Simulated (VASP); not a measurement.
Wanted: the native input for a VASP 6.6.1 run.

* Task: relaxation of cell and atoms
* Functional: LDA
* Potentials or basis: VASP PAW LDA potentials, release 64 (Ba_sv)
* Cutoff: 500 eV
* k mesh: 11 × 11 × 6
* Occupations: fermi-dirac, width 0.05 eV
* Spin: no spin polarisation
* Target pressure: 2.3 GPa
* Dipole correction: no
* Further INCAR settings: ALGO = Normal; EDIFF = 1e-07; IBRION = 2; EDIFFG = -0.005; NSW = 32; ISIF = 3

The structure of Ba lies in POSCAR:

```
Ba
1.0
    3.9955106787      0.0000000000      0.0000000000
   -1.9977553394      3.4602137488      0.0000000000
    0.0000000000      0.0000000000      6.2288122045
Ba
2
Direct
    0.3333333333      0.6666666667      0.2500000000
    0.6666666667      0.3333333333      0.7500000000
```

This isn't the form of Ba at room conditions, which is bcc.

One way to write it, as run:

INCAR

```
ALGO     = Normal         # electronic algorithm
EDIFF    = 1E-7           # SCF threshold, eV
EDIFFG   = -0.005         # ionic threshold
ENCUT    = 500            # plane-wave cutoff, eV
GGA      = CA             # functional
GGA_COMPAT= F            
IBRION   = 2              # ionic algorithm
ISIF     = 3              # what is computed and relaxed
ISMEAR   = -1             # smearing method
LASPH    = T              # aspherical terms in the spheres
LCHARG   = F              # write CHGCAR
LREAL    = F              # projectors in reciprocal space
LWAVE    = F              # write WAVECAR
NELM     = 120            # most SCF steps
NELMIN   = 4            
NSW      = 32             # ionic steps
PREC     = Accurate       # precision mode
PSTRESS  = 23.0         
SIGMA    = 0.05           # smearing width, eV
```

KPOINTS

```
k-points
0
Gamma
  11 11 6
```

Potentials or basis: VASP PAW LDA potentials, release 64 (Ba_sv).

Command:

```bash
$ cat potpaw_LDA.64/Ba_sv/POTCAR > POTCAR
$ mpirun -np 1 vasp_std > vasp.out
```

Results of the run:

The relaxed volume is 44.10 Å³/atom. The relaxed cell is a = 4.018 Å, b = 4.018 Å, c = 6.308 Å, α = 90.00°, β = 90.00°, γ = 120.00° and the space group after relaxing (to 0.1 Å) is P6_3/mmc (No. 194). The energy change on relaxing (the run minimises the enthalpy) is -16.2 meV/atom. The ionic steps are 5 and the pressure after relaxing is 2.3 GPa. The band gap on the k mesh is zero (bands 10 and 11 overlap by 0.77 eV).

Caveat: the cell is relaxed towards a set pressure, so the run minimises the enthalpy, not the energy; spin-orbit coupling is left out, which moves the levels of the heavy elements.

It took 86 s on 1 thread of Intel(R) Xeon(R) 6975P-C (Granite Rapids) (shared host), peak memory 0.21 GiB.
